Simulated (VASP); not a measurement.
HfN, 2 atoms in the cell. Symmetry: P4/mmm, No. 123, tetragonal system. Conventional cell: a = 3.064 Å, b = 3.064 Å, c = 3.445 Å, α = 90.00°, β = 90.00°, γ = 90.00°. Hf (site symmetry 4/mmm) has 4 N at 2.17 Å within 2.9 Å. Within 2.9 Å of N (site symmetry 4/mmm) lie 4 Hf at 2.17 Å. The cell was built from a structure type or drawn by symmetry, and may not be a known phase.

```yaml
Program: VASP 6.6.1
Task: single point
Functional: PBE
Potentials_or_basis: VASP PAW PBE potentials, release 64 (Hf_pv, N)
Cutoff: 520 eV
k_mesh: 6 × 6 × 6
Occupations: gaussian, width 0.1 eV
Spin: no spin polarisation
Dipole_correction: no
Further_INCAR_settings: ALGO = Normal; EDIFF = 1e-06; NBANDS = 14
```

Potentials or basis: VASP PAW PBE potentials, release 64 (Hf_pv, N).

Launch:

```console
$ cat potpaw_PBE.64/Hf_pv/POTCAR potpaw_PBE.64/N/POTCAR > POTCAR
$ mpirun -np 1 vasp_std > vasp.out
```

Hardware: 1 thread of Intel Xeon 8259CL (shared host).

Q: Estimate the wall time of this run.

A: Run time: 18 s on 1 thread of Intel Xeon 8259CL, on a shared host, peak memory 0.16 GiB. Counts: scf iterations 13, k points 40.
